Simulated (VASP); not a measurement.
# WC (P-6m2) in VASP: electric field gradients with PBEsol

Aim: the electric field gradients of WC with PBEsol.

Program: VASP 6.6.1. These are calculated values, not measurements. Logs are shortened: lines on timing, memory, paths and dates and some standing lists are left out, and cuts for length are marked.

## Step 1: The cell of the first run

It takes space group P-6m2 (No. 187, hexagonal). The conventional cell has a = 2.899 Å, b = 2.899 Å, c = 2.827 Å, α = 90.00°, β = 90.00°, γ = 120.00°. W (site symmetry -6m2) has 6 C at 2.19 Å and 8 W at 2.83 to 2.90 Å within 2.9 Å. C (site symmetry -6m2) has 6 W at 2.19 Å and 8 C at 2.83 to 2.90 Å within 2.9 Å.

## Step 2: Electric field gradients, PBEsol

INCAR reads:

```
ALGO = Normal
EDIFF = 1E-8
ENCUT = 520
GGA = PS
ISIF = 2
ISMEAR = -1
LASPH = T
LCHARG = F
LEFG = T
LREAL = F
LWAVE = F
NBANDS = 16
NELM = 100
PREC = Accurate
SIGMA = 0.15
```

KPOINTS reads:

```
k-points
0
Gamma
  18 18 14
```

POSCAR reads:

```
WC
1.0
    2.8993973064      0.0000000000      0.0000000000
   -1.4496986532      2.5109517230      0.0000000000
    0.0000000000      0.0000000000      2.8265238297
W C
1 1
Direct
    0.0000000000      0.0000000000      0.0000000000
    0.6666666667      0.3333333333      0.5000000000
```

Potentials or basis: VASP PAW PBE potentials, release 64 (W_sv, C).

Run with:

```sh
$ cat potpaw_PBE.64/W_sv/POTCAR potpaw_PBE.64/C/POTCAR > POTCAR
$ mpirun -np 1 vasp_std > vasp.out
```

OUTCAR:

```text
EDIFF = 1E-8
   ENCUT = 520
   GGA = PS
   ISIF = 2
   ISMEAR = -1
   LASPH = T
   LREAL = F
   NELM = 100
   PREC = Accurate

 ion  position               nearest neighbor table
   1  0.000  0.000  0.000-   2 2.19   2 2.19   2 2.19   2 2.19   2 2.19   2 2.19
   2  0.667  0.333  0.500-   1 2.19   1 2.19   1 2.19   1 2.19   1 2.19   1 2.19

  LATTYP: Found a hexagonal cell.
 ALAT       =     2.8993973064
 C/A-ratio  =     0.9748659914

  Lattice vectors:

 A1 = (   2.8993973064,   0.0000000000,   0.0000000000)
 A2 = (  -1.4496986532,   2.5109517230,   0.0000000000)
 A3 = (   0.0000000000,   0.0000000000,   2.8265238297)

Analysis of symmetry for initial positions (statically):
=====================================================================
 Subroutine PRICEL returns:
 Original cell was already a primitive cell.

 Routine SETGRP: Setting up the symmetry group for a
 hexagonal supercell.

 Subroutine GETGRP returns: Found 12 space group operations
 (whereof 12 operations were pure point group operations)
 out of a pool of 24 trial point group operations.

The static configuration has the point symmetry D_3h.

Analysis of symmetry for dynamics (positions and initial velocities):
=====================================================================
 Subroutine PRICEL returns:
 Original cell was already a primitive cell.

 Routine SETGRP: Setting up the symmetry group for a
 hexagonal supercell.

 Subroutine GETGRP returns: Found 12 space group operations
 (whereof 12 operations were pure point group operations)
 out of a pool of 24 trial point group operations.

The dynamic configuration has the point symmetry D_3h.

 Subroutine INISYM returns: Found 12 space group operations
 (whereof 12 operations are pure point group operations),
 and found     1 'primitive' translations

----------------------------------------------------------------------------------------

                                     Primitive cell

  volume of cell :      20.5778

  direct lattice vectors                    reciprocal lattice vectors
     2.899397306  0.000000000  0.000000000     0.344899265  0.199127684  0.000000000
    -1.449698653  2.510951723  0.000000000     0.000000000  0.398255367  0.000000000
     0.000000000  0.000000000  2.826523830     0.000000000  0.000000000  0.353791463

  length of vectors
     2.899397306  2.899397306  2.826523830     0.398255367  0.398255367  0.353791463

  position of ions in fractional coordinates (direct lattice)
     0.000000000  0.000000000  0.000000000
     0.666666667  0.333333333  0.500000000

  ion indices of the primitive-cell ions
   primitive index   ion index
                 1           1
                 2           2

----------------------------------------------------------------------------------------

 KPOINTS: k-points

Automatic generation of k-mesh.
 Grid dimensions read from file:
 generate k-points for:   18   18   14

 Generating k-lattice:

  Cartesian coordinates                     Fractional coordinates (reciprocal lattice)
     0.019161070  0.011062649  0.000000000     0.055555556  0.000000000  0.000000000
     0.000000000  0.022125298  0.000000000     0.000000000  0.055555556  0.000000000
     0.000000000  0.000000000  0.025270819     0.000000000  0.000000000  0.071428571

  Length of vectors
     0.022125298  0.022125298  0.025270819

  Shift w.r.t. Gamma in fractional coordinates (k-lattice)
     0.000000000  0.000000000  0.000000000

 Subroutine IBZKPT returns following result:
 ===========================================

 Found    296 irreducible k-points:

 Following reciprocal coordinates:
            Coordinates               Weight
  0.000000  0.000000  0.000000      1.000000
  0.055556  0.000000  0.000000      6.000000
  0.111111  0.000000  0.000000      6.000000
  0.166667 -0.000000  0.000000      6.000000
  0.222222  0.000000  0.000000      6.000000
  0.277778  0.000000  0.000000      6.000000
[... 16 lines left out ...]
  0.333333  0.111111  0.000000     12.000000
  0.388889  0.111111  0.000000     12.000000
 [... further k-points ...]
   k-points           NKPTS =    296   k-points in BZ     NKDIM =    296   number of bands    NBANDS=     16
   number of dos      NEDOS =    301   number of ions     NIONS =      2
   total plane-waves  NPLWV =  13824
   dimension x,y,z NGX =    24 NGY =   24 NGZ =   24
   dimension x,y,z NGXF=    48 NGYF=   48 NGZF=   48
   ions per type =               1   1
   NGX,Y,Z   is equivalent  to a cutoff of  13.76, 13.76, 14.12 a.u.
   NGXF,Y,Z  is equivalent  to a cutoff of  27.52, 27.52, 28.23 a.u.
 SYSTEM =  unknown system
   PREC   = accura    normal or accurate (medium, high low for compatibility)
   ISTART =      0    job   : 0-new  1-cont  2-samecut
   ICHARG =      2    charge: 1-file 2-atom 10-const
   ISPIN  =      1    spin polarized calculation?
   LNONCOLLINEAR =      F non collinear calculations
   LSORBIT =      F    spin-orbit coupling
   LASPH  =      T    aspherical Exc in radial PAW
   ENCUT  =  520.0 eV  38.22 Ry    6.18 a.u.   5.39  5.39  5.26*2*pi/ulx,y,z
   NELM   =    100;   NELMIN=  2; NELMDL= -5     # of ELM steps
   EDIFF  = 0.1E-07   stopping-criterion for ELM
   LREAL  =      F    real-space projection
   EDIFFG = 0.1E-06   stopping-criterion for IOM
   NSW    =      0    number of steps for IOM
   IBRION =     -1    ionic relax: 0-MD 1-quasi-New 2-CG
   NFREE  =      0    steps in history (QN), initial steepest desc. (CG)
   ISIF   =      2    stress and relaxation
   ISYM   =      2    0-nonsym 1-usesym 2-fastsym
   POTIM  = 0.5000    time-step for ionic-motion
   TEBEG  =    0.0;   TEEND  =   0.0 temperature during run
   PSTRESS=    0.0 pullay stress
   NELECT =      18.0000    total number of electrons
   NUPDOWN=      -1.0000    fix difference up-down
   EMIN   =  10.00;   EMAX   =-10.00  energy-range for DOS
   EFERMI =   0.00;   METHOD = LEGACY
   ISMEAR =    -1;   SIGMA  =   0.15  broadening in eV -4-tet -1-fermi 0-gaus
   EFERMI_NEDOS =   21; number of points for ismear=-14 and -15
   IALGO  =     38    algorithm
   IMIX   =      4    mixing-type and parameters
     AMIX     =   0.40;   BMIX     =  1.00
     AMIX_MAG =   1.60;   BMIX_MAG =  1.00
  volume/ion in A,a.u.               =      10.29        69.43
  Fermi-wavevector in a.u.,A,eV,Ry     =   1.565667  2.958682 33.352143  2.451313
  Thomas-Fermi vector in A             =   2.668109
   LORBIT       =      0    0 simple, 1 ext, 2 COOP (PROOUT), +10 PAW based schemes
   GGA     = PS    functional components
   LHFCALC =     F    Hartree Fock is set to
   AEXX    =    0.0000 exact exchange contribution
   IVDW    =     0    specifies the selected vdW correction
   LEPSILON=     F    determine dielectric tensor
   LRPA    =     F    only Hartree local field effects (RPA)
 non-spin polarized calculation
  energy-cutoff  :      520.00
  volume of cell :       20.58
 maximum number of plane-waves:       575
 NGX is ok and might be reduce to    24
   NGX = 11   NGY = 11   NGZ = 11

 number of electron      18.0000001 magnetization

 Free energy of the ion-electron system (eV)
  ---------------------------------------------------
  ext. energy  EPLUGINS =         0.00000000
  ---------------------------------------------------
  free energy    TOTEN  =       -23.91106251 eV

  energy without entropy =      -23.88763885  energy(sigma->0) =      -23.89935068

 E-fermi :  11.0931     XC(G=0): -13.9741

 val. band max:       11.0918839129   @ k =   0.4444   0.0556   0.4286
 cond. band min:      11.1578440123   @ k =   0.0000   0.0000   0.0714
 fundamental gap:      0.0659600994
 Fermi energy:        11.0931251021

 k-point     1 :       0.0000    0.0000    0.0000
  band No.  band energies     occupation
      1     -62.8585      2.00000
      2     -26.8452      2.00000
      3     -26.7401      2.00000
      4     -26.7401      2.00000
      5      -3.4414      2.00000
      6       6.6767      2.00000
[... 8 lines left out ...]
     15      25.4467      0.00000
     16      27.8255      0.00000
[... 419 lines left out ...]
 k-point    24 :       0.3889    0.1111    0.0000
  band No.  band energies     occupation
      1     -62.7976      2.00000
      2     -27.5298      2.00000
      3     -26.9943      2.00000
      4     -26.7296      2.00000
      5      -0.0070      2.00000
      6       4.1301      2.00000
[... 8 lines left out ...]
     15      24.9255      0.00000
     16      28.6442      0.00000

 [... further k-points ...]

------------------------ aborting loop because EDIFF is reached ----------------------------------------

  FORCE on cell =-STRESS in cart. coord.  units (eV):
  Direction    XX          YY          ZZ          XY          YZ          ZX
  --------------------------------------------------------------------------------------
  -------------------------------------------------------------------------------------
  Total        0.1514176      0.1514176      0.1956403      0.0000000     -0.0000000      0.0000000
  in kB       11.7893065     11.7893065     15.2324631      0.0000000     -0.0000000      0.0000000
  external PRESSURE =      12.9370253 kB  Pullay stress =       0.0000000 kB

 VOLUME and BASIS-vectors are now :
 -----------------------------------------------------------------------------
  energy-cutoff  :      520.00
  volume of cell :       20.58
      direct lattice vectors                 reciprocal lattice vectors
     2.899397306  0.000000000  0.000000000     0.344899265  0.199127684  0.000000000
    -1.449698653  2.510951723  0.000000000     0.000000000  0.398255367  0.000000000
     0.000000000  0.000000000  2.826523830     0.000000000  0.000000000  0.353791463

 POSITION                                       TOTAL-FORCE (eV/Angst)
 -----------------------------------------------------------------------------------
      0.00000      0.00000      0.00000         0.000000      0.000000      0.000000
      1.44970      0.83698      1.41326        -0.000000     -0.000000      0.000000
 -----------------------------------------------------------------------------------
    total drift:                                0.000000     -0.000000      0.000000

  FREE ENERGIE OF THE ION-ELECTRON SYSTEM (eV)
  ---------------------------------------------------
  free  energy   TOTEN  =       -23.9110625122 eV

  energy  without entropy=      -23.8876388539  energy(sigma->0) =      -23.89935068

 Electric field gradients (V/A^2)
---------------------------------------------------------------------
 ion       V_xx      V_yy      V_zz      V_xy      V_xz      V_yz
---------------------------------------------------------------------
   1      73.034    73.034  -146.069     0.000    -0.000     0.000
   2      -0.014    -0.013     0.027     0.000     0.000    -0.000
---------------------------------------------------------------------

 Electric field gradients after diagonalization (V/A^2)
 (convention: |V_zz| > |V_xx| > |V_yy|)
----------------------------------------------------------------------
 ion       V_xx      V_yy      V_zz     asymmetry (V_yy - V_xx)/ V_zz
----------------------------------------------------------------------
   1      73.035    73.034  -146.069       0.000
   2      -0.014    -0.013     0.027       0.033
----------------------------------------------------------------------

           NMR quadrupolar parameters

 Cq : quadrupolar parameter    Cq=e*Q*V_zz/h
 eta: asymmetry parameters     (V_yy - V_xx)/ V_zz
 Q  : nuclear electric quadrupole moment in mb (millibarn)
----------------------------------------------------------------------
 ion       Cq(MHz)       eta       Q (mb)
----------------------------------------------------------------------
   1      -0.353       0.000       1.000
   2       0.000       0.033       1.000
----------------------------------------------------------------------
```

Run time: 31 s. Hardware: 1 thread of Intel Xeon 6975P-C (Granite Rapids), shared host; peak memory 0.21 GiB.

What came out:

```yaml
Free_energy: -23.9111 eV
Pressure: 1.3 GPa
Band_gap_on_the_k_mesh: zero (bands 9 and 10 overlap by 1.23 eV)
Largest_electric_field_gradient_by_atom: W -146.1; C +0.0 V/Å²
```

Stress tensor (GPa, compression positive):
```
1.18 0.00 0.00
0.00 1.18 0.00
0.00 0.00 1.52
```

Levels at points of the mesh, in eV from the Fermi level:
```csv
k point,band 7,band 8,band 9,band 10,band 11,band 12
"(0.00, 0.00, 0.00)",-3.41,-3.41,0.09,3.23,3.23,5.67
"(0.50, 0.00, 0.00)",-3.68,-3.67,-0.49,2.33,4.54,4.91
"(0.00, 0.00, 0.50)",-2.08,-2.08,-0.64,-0.64,3.71,4.51
"(0.50, 0.00, 0.50)",-4.41,-4.24,0.27,4.45,5.36,6.70
```

Electric field gradients, principal values (V/Å²):
| atom | least | middle | greatest (by size) |
| --- | --- | --- | --- |
| 1 W | 73.034 | 73.035 | -146.069 |
| 2 C | -0.013 | -0.014 | 0.027 |

Caveat: without QUAD_EFG the Cq values of the log hold for a quadrupole moment of 1 mb, not for the nuclei; the PAW data sets were made with another functional, which shifts forces and pressure a little; spin-orbit coupling is left out, which moves the levels of the heavy elements.
